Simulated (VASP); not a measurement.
# Nb (Im-3m) in VASP: single point with PBE

Aim: the single point of Nb with PBE.

Program: VASP 6.6.1. These are calculated values, not measurements. Logs are shortened: lines on timing, memory, paths and dates and some standing lists are left out, and cuts for length are marked.

## 1. The cell of the first run

It takes space group Im-3m (No. 229, cubic). Conventional cell: a = 3.311 Å, b = 3.311 Å, c = 3.311 Å, α = 90.00°, β = 90.00°, γ = 90.00°. Within 3.8 Å of Nb (site symmetry m-3m) lie 14 Nb at 2.87 to 3.31 Å.

## 2. Single point, PBE (18.16 Å³/atom)

INCAR reads:

```
SYSTEM = Nb
PREC = Accurate ; ENCUT = 520
EDIFF = 1E-6 ; ISMEAR = 0
SIGMA = 0.05 ; LREAL = .FALSE.
LASPH = .TRUE. ; NELM = 100
ALGO = Fast ; ISIF = 2
LWAVE = .FALSE. ; LCHARG = .FALSE.
GGA = PE ; NBANDS = 12
```

KPOINTS reads:

```
regular mesh
0
G
  14 14 14
  0 0 0
```

POSCAR reads:

```
Nb
1.0
   -1.6557463174      1.6557463174      1.6557463174
    1.6557463174     -1.6557463174      1.6557463174
    1.6557463174      1.6557463174     -1.6557463174
Nb
1
Direct
    0.0000000000      0.0000000000      0.0000000000
```

Potentials or basis: VASP PAW PBE potentials, release 64 (Nb_sv).

Run with:

```console
$ cat potpaw_PBE.64/Nb_sv/POTCAR > POTCAR
$ mpirun -np 1 vasp_std > vasp.out
```

OUTCAR:

```text
SYSTEM = Nb
   PREC = Accurate
   ENCUT = 520
   EDIFF = 1E-6
   ISMEAR = 0
   LREAL = .FALSE.
   LASPH = .TRUE.
   NELM = 100
   ISIF = 2
   GGA = PE

 ion  position               nearest neighbor table
   1  0.000  0.000  0.000-

  LATTYP: Found a body centered cubic cell.
 ALAT       =     3.3114926348

  Lattice vectors:

 A1 = (  -1.6557463174,   1.6557463174,   1.6557463174)
 A2 = (   1.6557463174,  -1.6557463174,   1.6557463174)
 A3 = (   1.6557463174,   1.6557463174,  -1.6557463174)

Analysis of symmetry for initial positions (statically):
=====================================================================
 Subroutine PRICEL returns:
 Original cell was already a primitive cell.

 Routine SETGRP: Setting up the symmetry group for a
 body centered cubic supercell.

 Subroutine GETGRP returns: Found 48 space group operations
 (whereof 48 operations were pure point group operations)
 out of a pool of 48 trial point group operations.

The static configuration has the point symmetry O_h .

Analysis of symmetry for dynamics (positions and initial velocities):
=====================================================================
 Subroutine PRICEL returns:
 Original cell was already a primitive cell.

 Routine SETGRP: Setting up the symmetry group for a
 body centered cubic supercell.

 Subroutine GETGRP returns: Found 48 space group operations
 (whereof 48 operations were pure point group operations)
 out of a pool of 48 trial point group operations.

The dynamic configuration has the point symmetry O_h .

 Subroutine INISYM returns: Found 48 space group operations
 (whereof 48 operations are pure point group operations),
 and found     1 'primitive' translations

----------------------------------------------------------------------------------------

                                     Primitive cell

  volume of cell :      18.1569

  direct lattice vectors                    reciprocal lattice vectors
    -1.655746317  1.655746317  1.655746317     0.000000000  0.301978627  0.301978627
     1.655746317 -1.655746317  1.655746317     0.301978627  0.000000000  0.301978627
     1.655746317  1.655746317 -1.655746317     0.301978627  0.301978627  0.000000000

  length of vectors
     2.867836746  2.867836746  2.867836746     0.427062270  0.427062270  0.427062270

  position of ions in fractional coordinates (direct lattice)
     0.000000000  0.000000000  0.000000000

  ion indices of the primitive-cell ions
   primitive index   ion index
                 1           1

----------------------------------------------------------------------------------------

 KPOINTS: regular mesh

Automatic generation of k-mesh.
 Grid dimensions read from file:
 generate k-points for:   14   14   14

 Generating k-lattice:

  Cartesian coordinates                     Fractional coordinates (reciprocal lattice)
     0.000000000  0.021569902  0.021569902     0.071428571  0.000000000  0.000000000
     0.021569902  0.000000000  0.021569902     0.000000000  0.071428571  0.000000000
     0.021569902  0.021569902  0.000000000     0.000000000  0.000000000  0.071428571

  Length of vectors
     0.030504448  0.030504448  0.030504448

  Shift w.r.t. Gamma in fractional coordinates (k-lattice)
     0.000000000  0.000000000  0.000000000

 Subroutine IBZKPT returns following result:
 ===========================================

 Found    104 irreducible k-points:

 Following reciprocal coordinates:
            Coordinates               Weight
  0.000000  0.000000  0.000000      1.000000
  0.071429  0.000000  0.000000     12.000000
  0.142857  0.000000  0.000000     12.000000
  0.214286  0.000000  0.000000     12.000000
  0.285714  0.000000  0.000000     12.000000
  0.357143  0.000000  0.000000     12.000000
[... 16 lines left out ...]
  0.285714  0.285714  0.000000     24.000000
  0.357143  0.285714  0.000000     24.000000
 [... further k-points ...]
   k-points           NKPTS =    104   k-points in BZ     NKDIM =    104   number of bands    NBANDS=     12
   number of dos      NEDOS =    301   number of ions     NIONS =      1
   total plane-waves  NPLWV =  13824
   dimension x,y,z NGX =    24 NGY =   24 NGZ =   24
   dimension x,y,z NGXF=    48 NGYF=   48 NGZF=   48
   ions per type =               1
   NGX,Y,Z   is equivalent  to a cutoff of  13.91, 13.91, 13.91 a.u.
   NGXF,Y,Z  is equivalent  to a cutoff of  27.83, 27.83, 27.83 a.u.
 SYSTEM =  Nb
   PREC   = accura    normal or accurate (medium, high low for compatibility)
   ISTART =      0    job   : 0-new  1-cont  2-samecut
   ICHARG =      2    charge: 1-file 2-atom 10-const
   ISPIN  =      1    spin polarized calculation?
   LNONCOLLINEAR =      F non collinear calculations
   LSORBIT =      F    spin-orbit coupling
   LASPH  =      T    aspherical Exc in radial PAW
   ENCUT  =  520.0 eV  38.22 Ry    6.18 a.u.   5.33  5.33  5.33*2*pi/ulx,y,z
   NELM   =    100;   NELMIN=  2; NELMDL= -5     # of ELM steps
   EDIFF  = 0.1E-05   stopping-criterion for ELM
   LREAL  =      F    real-space projection
   EDIFFG = 0.1E-04   stopping-criterion for IOM
   NSW    =      0    number of steps for IOM
   IBRION =     -1    ionic relax: 0-MD 1-quasi-New 2-CG
   NFREE  =      0    steps in history (QN), initial steepest desc. (CG)
   ISIF   =      2    stress and relaxation
   ISYM   =      2    0-nonsym 1-usesym 2-fastsym
   POTIM  = 0.5000    time-step for ionic-motion
   TEBEG  =    0.0;   TEEND  =   0.0 temperature during run
   PSTRESS=    0.0 pullay stress
   NELECT =      13.0000    total number of electrons
   NUPDOWN=      -1.0000    fix difference up-down
   EMIN   =  10.00;   EMAX   =-10.00  energy-range for DOS
   EFERMI =   0.00;   METHOD = LEGACY
   ISMEAR =     0;   SIGMA  =   0.05  broadening in eV -4-tet -1-fermi 0-gaus
   EFERMI_NEDOS =   21; number of points for ismear=-14 and -15
   IALGO  =     68    algorithm
   IMIX   =      4    mixing-type and parameters
     AMIX     =   0.40;   BMIX     =  1.00
     AMIX_MAG =   1.60;   BMIX_MAG =  1.00
  volume/ion in A,a.u.               =      18.16       122.53
  Fermi-wavevector in a.u.,A,eV,Ry     =   1.464566  2.767628 29.183848  2.144952
  Thomas-Fermi vector in A             =   2.580526
   LORBIT       =      0    0 simple, 1 ext, 2 COOP (PROOUT), +10 PAW based schemes
   GGA     = PE    functional components
   LHFCALC =     F    Hartree Fock is set to
   AEXX    =    0.0000 exact exchange contribution
   IVDW    =     0    specifies the selected vdW correction
   LEPSILON=     F    determine dielectric tensor
   LRPA    =     F    only Hartree local field effects (RPA)
 non-spin polarized calculation
 RMM-DIIS sequential band-by-band and
 Gauss-broadening in eV      SIGMA  =   0.05
  energy-cutoff  :      520.00
  volume of cell :       18.16
 maximum number of plane-waves:       498
 NGX is ok and might be reduce to    24
   NGX = 11   NGY = 11   NGZ = 11

 number of electron      13.0000000 magnetization

 Free energy of the ion-electron system (eV)
  ---------------------------------------------------
  ext. energy  EPLUGINS =         0.00000000
  ---------------------------------------------------
  free energy    TOTEN  =       -10.21268630 eV

  energy without entropy =      -10.21054719  energy(sigma->0) =      -10.21161674

 E-fermi :  11.0780     XC(G=0): -12.4597

 val. band max:       11.0765887349   @ k =   0.5000   0.5000   0.1429
 cond. band min:      11.1010923034   @ k =  -0.2857   0.4286   0.1429
 fundamental gap:      0.0245035685
 Fermi energy:        11.0779834060

 k-point     1 :       0.0000    0.0000    0.0000
  band No.  band energies     occupation
      1     -43.3173      2.00000
      2     -18.6310      2.00000
      3     -18.6310      2.00000
      4     -18.6310      2.00000
      5       5.1363      2.00000
      6      11.4329      0.00000
      7      11.4329      0.00000
      8      11.4329      0.00000
      9      14.3161      0.00000
     10      14.3161      0.00000
     11      25.2653      0.00000
     12      25.2653      0.00000

 k-point     2 :       0.0714    0.0000    0.0000
  band No.  band energies     occupation
      1     -43.3058      2.00000
      2     -18.7016      2.00000
      3     -18.6525      2.00000
      4     -18.6316      2.00000
      5       5.3445      2.00000
      6      11.3051      0.00000
      7      11.4011      0.00000
      8      11.6319      0.00000
      9      14.1241      0.00000
     10      14.3167      0.00000
     11      25.4363      0.00000
     12      25.6497      0.00000

 k-point     3 :       0.1429    0.0000    0.0000
  band No.  band energies     occupation
      1     -43.2734      2.00000
      2     -18.8960      2.00000
      3     -18.7121      2.00000
      4     -18.6332      2.00000
      5       5.9228      2.00000
      6      10.9696      1.99783
      7      11.2547      0.00000
      8      12.2172      0.00000
      9      13.8015      0.00000
     10      14.3351      0.00000
     11      25.7727      0.00000
     12      26.6542      0.00000
[... 286 lines left out ...]
 k-point    23 :       0.2857    0.2857    0.0000
  band No.  band energies     occupation
      1     -43.0590      2.00000
      2     -19.6954      2.00000
      3     -19.3440      2.00000
      4     -18.7889      2.00000
      5       8.7997      2.00000
      6       9.7760      2.00000
      7      10.6930      2.00000
      8      14.3006      0.00000
      9      15.0734      0.00000
     10      19.9632      0.00000
     11      21.8171      0.00000
     12      23.8028      0.00000

 k-point    24 :       0.3571    0.2857    0.0000
  band No.  band energies     occupation
      1     -43.0516      2.00000
      2     -19.6455      2.00000
      3     -19.4425      2.00000
      4     -18.7958      2.00000
      5       8.8510      2.00000
      6       9.9250      2.00000
      7      10.5554      2.00000
      8      14.5282      0.00000
      9      15.0052      0.00000
     10      21.0867      0.00000
     11      21.2231      0.00000
     12      22.9007      0.00000

 [... further k-points ...]
[... 5 lines left out ...]
  --------------------------------------------------------------------------------------
  -------------------------------------------------------------------------------------
  Total       -0.0362527     -0.0362527     -0.0362527      0.0000000      0.0000000      0.0000000
  in kB       -3.1989672     -3.1989672     -3.1989672      0.0000000      0.0000000      0.0000000
  external PRESSURE =      -3.1989672 kB  Pullay stress =       0.0000000 kB

 VOLUME and BASIS-vectors are now :
 -----------------------------------------------------------------------------
  energy-cutoff  :      520.00
  volume of cell :       18.16
      direct lattice vectors                 reciprocal lattice vectors
    -1.655746317  1.655746317  1.655746317     0.000000000  0.301978627  0.301978627
     1.655746317 -1.655746317  1.655746317     0.301978627  0.000000000  0.301978627
     1.655746317  1.655746317 -1.655746317     0.301978627  0.301978627  0.000000000

 POSITION                                       TOTAL-FORCE (eV/Angst)
 -----------------------------------------------------------------------------------
      0.00000      0.00000      0.00000         0.000000      0.000000      0.000000
 -----------------------------------------------------------------------------------
    total drift:                                0.000000     -0.000000     -0.000000

  FREE ENERGIE OF THE ION-ELECTRON SYSTEM (eV)
  ---------------------------------------------------
  free  energy   TOTEN  =       -10.2126863022 eV

  energy  without entropy=      -10.2105471855  energy(sigma->0) =      -10.21161674
```

It took 44 s on 1 thread of Intel Xeon 8259CL, shared host; peak memory 0.15 GiB.

What came out:

- Free energy: -10.2127 eV
- Pressure: -0.3 GPa
- Band gap on the k mesh: zero (an odd number of electrons rules out a gap without spin polarisation)

Levels at points of the mesh, in eV from the Fermi level:
| k point | band 4 | band 5 | band 6 | band 7 | band 8 | band 9 |
| --- | --- | --- | --- | --- | --- | --- |
| (0.00, 0.00, 0.00) | -29.71 | -5.94 | 0.35 | 0.35 | 0.35 | 3.24 |
| (0.50, 0.00, 0.00) | -29.72 | -3.70 | -1.65 | 2.23 | 3.26 | 3.94 |
| (0.50, 0.50, 0.50) | -30.61 | -3.69 | -3.69 | 5.53 | 5.53 | 5.53 |
